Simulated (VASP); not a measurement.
# ZrSi7 in VASP: notebook

ZrSi7 is run at these levels: PBE; tasks: single point.

Everything below comes from runs of VASP 6.6.1. Logs are shortened: lines on timing, memory, paths and dates and some standing lists are left out, and cuts for length are marked.

### 1 The cell of the first run

The cell holds a disordered packing, 16 atoms: a = 6.389 Å, b = 6.560 Å, c = 6.442 Å, α = 89.98°, β = 87.19°, γ = 86.27°.

### 2 Single point, PBE

INCAR reads:

```
SYSTEM = ZrSi7
ALGO = Normal
EDIFF = 1E-6
ENCUT = 400
GGA = PE
GGA_COMPAT = .FALSE.
ISIF = 2
ISMEAR = -1
ISYM = -1
LASPH = .TRUE.
LCHARG = .FALSE.
LREAL = Auto
LWAVE = .FALSE.
NBANDS = 54
NELM = 120
PREC = Accurate
SIGMA = 0.1568
```

KPOINTS reads:

```
explicit points
1
Reciprocal
  0.25000000   0.25000000   0.25000000 1
```

POSCAR reads:

```
ZrSi7
1.0
    6.3834610000      0.2107420000      0.1575520000
    0.2107420000      6.5561630000     -0.0013120000
    0.1575520000     -0.0013120000      6.4400080000
Si Zr
14 2
Direct
    0.6623917533      0.2831027800      0.7619924207
    0.9629132293      0.3861088473      0.0516756609
    1.0392924765      0.8510599639      0.3783698689
   -0.0370897383     -0.0262529582      0.7156716449
    0.3440852510      0.8056096953      0.6026608415
    0.4859759506      0.4948004452      0.5304232068
    0.3078025622      0.3352504894      0.9480044030
    0.9442132971      0.2925508859      0.4944303071
    0.7448772365      0.5932572658      0.8706204177
    0.1055577858      0.5892925476      0.6215363881
    0.2708107980      0.1362240557      0.4103070902
    0.5549504783      0.6821181084      0.2499068916
    0.1849343133      0.5356255057      0.2793822569
    0.6322143430     -0.0346907840      0.4776531103
    0.7284170698      1.0284107054      0.0840593224
    0.2172099074      0.9154173831      0.0349290206
```

Potentials or basis: VASP PAW PBE potentials, release 64 (Si, Zr_sv).

Launch:

```bash
$ cat potpaw_PBE.64/Si/POTCAR potpaw_PBE.64/Zr_sv/POTCAR > POTCAR
$ mpirun -np 1 vasp_std > vasp.out
```

OUTCAR:

```text
SYSTEM = ZrSi7
   EDIFF = 1E-6
   ENCUT = 400
   GGA = PE
   ISIF = 2
   ISMEAR = -1
   ISYM = -1
   LASPH = .TRUE.
   LREAL = Auto
   NELM = 120
   PREC = Accurate

 ion  position               nearest neighbor table
   1  0.662  0.283  0.762-   9 2.25   6 2.32   8 2.43   7 2.51  15 2.70   4 2.71  14 2.80   2 2.85

   2  0.963  0.386  0.052-   9 2.25   7 2.27  13 2.35   1 2.85  15 2.87   8 2.92  16 3.39
   3  0.039  0.851  0.378-  13 2.29   4 2.34  10 2.36  11 2.47   5 2.48  16 2.49  14 2.71  15 2.99
                             8 3.01
   4  0.963  0.974  0.716-   3 2.34   8 2.53  14 2.67   5 2.67  10 2.68  16 2.69   1 2.71  15 2.75
                            11 2.96   9 3.08
   5  0.344  0.806  0.603-  10 2.15   6 2.22  14 2.29   3 2.48  11 2.53   4 2.67  12 2.68  16 2.94
                            13 2.99
   6  0.486  0.495  0.530-   5 2.22  12 2.23   1 2.32  10 2.51  13 2.57   9 2.91  11 2.92   7 3.08
                             8 3.13
   7  0.308  0.335  0.948-   2 2.27   1 2.51  13 2.57  16 2.90  10 2.98   6 3.08  15 3.40
   8  0.944  0.293  0.494-  11 2.30  10 2.42   1 2.43   4 2.53  13 2.63   2 2.92   3 3.01  14 3.03
                             6 3.13
   9  0.745  0.593  0.871-   2 2.25   1 2.25  12 2.72  10 2.74   6 2.91   4 3.08  15 3.16
  10  0.106  0.589  0.622-   5 2.15  13 2.26   3 2.36   8 2.42   6 2.51   4 2.68   9 2.74   7 2.98

  11  0.271  0.136  0.410-   8 2.30   3 2.47   5 2.53  14 2.56  13 2.78  16 2.87   6 2.92   4 2.96

  12  0.555  0.682  0.250-   6 2.23  14 2.46  13 2.61   5 2.68   9 2.72  15 2.78  16 2.96
  13  0.185  0.536  0.279-  10 2.26   3 2.29   2 2.35   7 2.57   6 2.57  12 2.61   8 2.63  11 2.78
                            16 2.96   5 2.99
  14  0.632  0.965  0.478-   5 2.29  12 2.46  11 2.56  15 2.62   4 2.67   3 2.71   1 2.80   8 3.03

  15  0.728  0.028  0.084-  14 2.62   1 2.70   4 2.75  12 2.78   2 2.87   3 2.99   9 3.16  16 3.16
                             7 3.40  16 3.43
  16  0.217  0.915  0.035-   3 2.49   4 2.69  11 2.87   7 2.90   5 2.94  13 2.96  12 2.96  15 3.16
                             2 3.39  15 3.43

IMPORTANT INFORMATION: All symmetrisations will be switched off!
NOSYMM: (Re-)initialisation of all symmetry stuff for point group C_1.

----------------------------------------------------------------------------------------

                                     Primitive cell

  volume of cell :     269.0720

  direct lattice vectors                    reciprocal lattice vectors
     6.383461000  0.210742000  0.157552000     0.156916149 -0.005044698 -0.003839913
     0.210742000  6.556163000 -0.001312000    -0.005044698  0.152690428  0.000154523
     0.157552000 -0.001312000  6.440008000    -0.003839913  0.000154523  0.155373284

  length of vectors
     6.388881683  6.559549313  6.441935066     0.157044171  0.152773818  0.155420803

  position of ions in fractional coordinates (direct lattice)
     0.662391753  0.283102780  0.761992421
     0.962913229  0.386108847  0.051675661
     0.039292477  0.851059964  0.378369869
     0.962910262  0.973747042  0.715671645
     0.344085251  0.805609695  0.602660841
     0.485975951  0.494800445  0.530423207
[... 8 lines left out ...]
     0.728417070  0.028410705  0.084059322
     0.217209907  0.915417383  0.034929021

  ion indices of the primitive-cell ions
   primitive index   ion index
                 1           1
                 2           2
                 3           3
                 4           4
                 5           5
                 6           6
[... 8 lines left out ...]
                15          15
                16          16

----------------------------------------------------------------------------------------

 KPOINTS: explicit points

Read explicit list of k-points.

 Found      1 k-points:

 Following reciprocal coordinates:
            Coordinates               Weight
  0.250000  0.250000  0.250000      1.000000
   k-points           NKPTS =      1   k-points in BZ     NKDIM =      1   number of bands    NBANDS=     54
   number of dos      NEDOS =    301   number of ions     NIONS =     16
   total plane-waves  NPLWV =  84672
   dimension x,y,z NGX =    42 NGY =   48 NGZ =   42
   dimension x,y,z NGXF=    84 NGYF=   96 NGZF=   84
   ions per type =              14   2
   NGX,Y,Z   is equivalent  to a cutoff of  10.93, 12.17, 10.84 a.u.
   NGXF,Y,Z  is equivalent  to a cutoff of  21.86, 24.33, 21.68 a.u.
 SYSTEM =  ZrSi7
   PREC   = accura    normal or accurate (medium, high low for compatibility)
   ISTART =      0    job   : 0-new  1-cont  2-samecut
   ICHARG =      2    charge: 1-file 2-atom 10-const
   ISPIN  =      1    spin polarized calculation?
   LNONCOLLINEAR =      F non collinear calculations
   LSORBIT =      F    spin-orbit coupling
   LASPH  =      T    aspherical Exc in radial PAW
   ENCUT  =  400.0 eV  29.40 Ry    5.42 a.u.  10.42 10.70 10.51*2*pi/ulx,y,z
   NELM   =    120;   NELMIN=  2; NELMDL= -5     # of ELM steps
   EDIFF  = 0.1E-05   stopping-criterion for ELM
   LREAL  =      T    real-space projection
   EDIFFG = 0.1E-04   stopping-criterion for IOM
   NSW    =      0    number of steps for IOM
   IBRION =     -1    ionic relax: 0-MD 1-quasi-New 2-CG
   NFREE  =      0    steps in history (QN), initial steepest desc. (CG)
   ISIF   =      2    stress and relaxation
   ISYM   =     -1    0-nonsym 1-usesym 2-fastsym
   POTIM  = 0.5000    time-step for ionic-motion
   TEBEG  =    0.0;   TEEND  =   0.0 temperature during run
   PSTRESS=    0.0 pullay stress
   NELECT =      80.0000    total number of electrons
   NUPDOWN=      -1.0000    fix difference up-down
   EMIN   =  10.00;   EMAX   =-10.00  energy-range for DOS
   EFERMI =   0.00;   METHOD = LEGACY
   ISMEAR =    -1;   SIGMA  =   0.16  broadening in eV -4-tet -1-fermi 0-gaus
   EFERMI_NEDOS =   21; number of points for ismear=-14 and -15
   IALGO  =     38    algorithm
   IMIX   =      4    mixing-type and parameters
     AMIX     =   0.40;   BMIX     =  1.00
     AMIX_MAG =   1.60;   BMIX_MAG =  1.00
  volume/ion in A,a.u.               =      16.82       113.49
  Fermi-wavevector in a.u.,A,eV,Ry     =   1.092652  2.064814 16.243848  1.193889
  Thomas-Fermi vector in A             =   2.228922
   LORBIT       =      0    0 simple, 1 ext, 2 COOP (PROOUT), +10 PAW based schemes
   GGA     = PE    functional components
   LHFCALC =     F    Hartree Fock is set to
   AEXX    =    0.0000 exact exchange contribution
   IVDW    =     0    specifies the selected vdW correction
   LEPSILON=     F    determine dielectric tensor
   LRPA    =     F    only Hartree local field effects (RPA)
 non-spin polarized calculation
  energy-cutoff  :      400.00
  volume of cell :      269.07
 maximum number of plane-waves:      4894
 NGX is ok and might be reduce to    42
   NGX = 21   NGY = 21   NGZ = 21

 number of electron      79.9999999 magnetization

 Free energy of the ion-electron system (eV)
  ---------------------------------------------------
  ext. energy  EPLUGINS =         0.00000000
  ---------------------------------------------------
  free energy    TOTEN  =       -87.09586750 eV

  energy without entropy =      -86.59637489  energy(sigma->0) =      -86.84612120

 E-fermi :   8.6417     XC(G=0): -10.6514

 val. band max:        8.5000158052   @ k =   0.2500   0.2500   0.2500
 cond. band min:       8.8601248973   @ k =   0.2500   0.2500   0.2500
 fundamental gap:      0.3601090920
 Fermi energy:         8.6416593829

 k-point     1 :       0.2500    0.2500    0.2500
  band No.  band energies     occupation
      1     -40.4100      2.00000
      2     -40.3372      2.00000
      3     -18.6107      2.00000
      4     -18.5315      2.00000
      5     -18.4943      2.00000
      6     -18.4747      2.00000
[... 44 lines left out ...]
     51      11.1115      0.00000
     52      11.4730      0.00000
 [bands above 52 left out]

------------------------ aborting loop because EDIFF is reached ----------------------------------------

  FORCE on cell =-STRESS in cart. coord.  units (eV):
  Direction    XX          YY          ZZ          XY          YZ          ZX
  --------------------------------------------------------------------------------------
  -------------------------------------------------------------------------------------
  Total       17.4247948      9.2716446     17.0957852      8.6872516      6.3806852     -0.3110574
  in kB      103.7551740     55.2075998    101.7961009     51.7278576     37.9935091     -1.8521774
  external PRESSURE =      86.9196249 kB  Pullay stress =       0.0000000 kB

 VOLUME and BASIS-vectors are now :
 -----------------------------------------------------------------------------
  energy-cutoff  :      400.00
  volume of cell :      269.07
      direct lattice vectors                 reciprocal lattice vectors
     6.383461000  0.210742000  0.157552000     0.156916149 -0.005044698 -0.003839913
     0.210742000  6.556163000 -0.001312000    -0.005044698  0.152690428  0.000154523
     0.157552000 -0.001312000  6.440008000    -0.003839913  0.000154523  0.155373284

 POSITION                                       TOTAL-FORCE (eV/Angst)
 -----------------------------------------------------------------------------------
      4.40807      1.99466      5.01123        -0.478793     -1.120714     -0.583901
      6.23623      2.73425      0.48399        -0.860537     -0.729701      1.639833
      0.48979      5.58747      2.44178        -2.744548      1.006945     -0.311350
      6.46467      6.58603      4.75936        -0.943102      0.010512      0.317533
      2.46118      5.35343      3.93430         1.863322      3.624399      2.010436
      3.29005      3.34571      3.49185        -0.177026     -3.194752      0.169031
[... 8 lines left out ...]
      4.66905      0.33966      0.65607        -0.513796     -0.579455     -0.144505
      1.58497      6.04736      0.25796         1.864222      0.663882     -1.460181
 -----------------------------------------------------------------------------------
    total drift:                                0.000182     -0.000442      0.006212

  FREE ENERGIE OF THE ION-ELECTRON SYSTEM (eV)
  ---------------------------------------------------
  free  energy   TOTEN  =       -87.0958675036 eV

  energy  without entropy=      -86.5963748947  energy(sigma->0) =      -86.84612120
```

It took 18 s on 1 thread of AMD EPYC 7R13 (Zen 3), shared host; peak memory 0.22 GiB.

Results:

| Item | Value |
| --- | --- |
| Free energy | -87.0959 eV |
| Pressure | 8.7 GPa |
| Largest force | 4.742 eV/Å |

Forces in eV/Å, atoms in the order of the input:
```
Si  -0.479 -1.121 -0.584
Si  -0.861 -0.730  1.640
Si  -2.745  1.007 -0.311
Si  -0.943  0.011  0.318
Si   1.863  3.624  2.010
Si  -0.177 -3.195  0.169
Si   0.919 -0.145  0.059
Si  -0.924  0.678 -1.481
Si   0.133  2.688  0.669
Si  -2.475 -3.245  2.414
Si   1.336  0.645 -0.289
Si   0.726  0.099 -1.708
Si   0.832 -1.384 -2.229
Si   1.443  0.983  0.930
Zr  -0.514 -0.579 -0.145
Zr   1.864  0.664 -1.460
```

Stress tensor (GPa, compression positive):
```
10.38  5.17 -0.19
 5.17  5.52  3.80
-0.19  3.80 10.18
```

Caveat: the atoms stand as in a frame of molecular dynamics.

### 3 Single point, PBE

INCAR reads:

```
SYSTEM = ZrSi7
PREC = Accurate
ENCUT = 400
EDIFF = 1E-6
ISMEAR = -1
SIGMA = 0.1568
LREAL = Auto
LASPH = .True.
NELM = 120
ALGO = Normal
ISIF = 2
LWAVE = .False.
LCHARG = .False.
GGA = PE
ISYM = -1
NBANDS = 54
GGA_COMPAT = .False.
```

KPOINTS is that of step 2.

POSCAR reads:

```
ZrSi7
1.0
    6.3834610000      0.2107420000      0.1575520000
    0.2107420000      6.5561630000     -0.0013120000
    0.1575520000     -0.0013120000      6.4400080000
Si Zr
14 2
Direct
    0.6914746070      0.3654411396      0.7114477578
    0.9451618604      0.3101963656      0.0131367595
    0.9075766529      0.8746636467      0.3269489792
   -0.0088284253      0.0966558627      0.6784075033
    0.3154607795      0.8138952522      0.6126326790
    0.3310330447      0.4668879946      0.5734459707
    0.2976645993      0.3103400464      0.8699410798
    0.8372542534      0.2890345828      0.3715497141
    0.5513549316      0.6754808904      0.9081262257
   -0.0691770748      0.6392712605      0.8163644689
    0.2667882362      0.1506404338      0.4060401198
    0.6214802296      0.6574390949      0.2727554231
    0.0947299295      0.5664591169      0.2773462866
    0.6352543239     -0.0192436752      0.5785788097
    0.6417089198      1.0772085408      0.0631096691
    0.1972504811      0.8949238740      0.0539263200
```

Potentials or basis: VASP PAW PBE potentials, release 64 (Si, Zr_sv).

Launch:

```bash
$ cat potpaw_PBE.64/Si/POTCAR potpaw_PBE.64/Zr_sv/POTCAR > POTCAR
$ mpirun -np 1 vasp_std > vasp.out
```

Run time: 19 s. Hardware: 1 thread of AMD EPYC 7R13 (Zen 3), shared host; peak memory 0.23 GiB.

It converged, with:

```yaml
Free_energy: -88.6395 eV
Pressure: 2.3 GPa
Largest_force: 2.316 eV/Å
```

Forces on the atoms (eV/Å):
```
Si  -0.346  0.238  0.786
Si   0.386  1.186 -0.734
Si  -1.596 -0.131  1.529
Si   0.301 -0.880  0.601
Si  -0.384  0.220 -0.288
Si   0.093  0.726 -2.167
Si   0.581 -1.222  1.880
Si  -0.059  0.960 -0.185
Si   0.506 -0.196  0.039
Si  -0.143  0.200  0.512
Si  -0.303 -0.502 -0.729
Si  -0.294  0.100 -0.199
Si   0.199 -1.820  0.460
Si   0.463 -0.021  0.395
Zr  -0.069 -0.494 -0.990
Zr   0.667  1.639 -0.912
```

Stress tensor (GPa, compression positive):
```
3.96 5.32 0.04
5.32 2.29 4.15
0.04 4.15 0.71
```

Levels at points of the mesh, in eV from the Fermi level:
```csv
k point,band 37,band 38,band 39,band 40,band 41,band 42,band 43,band 44
"(0.25, 0.25, 0.25)",-0.79,-0.55,-0.39,-0.14,0.11,0.41,0.79,1.01
```

Caveat: the atoms stand as in a frame of molecular dynamics.
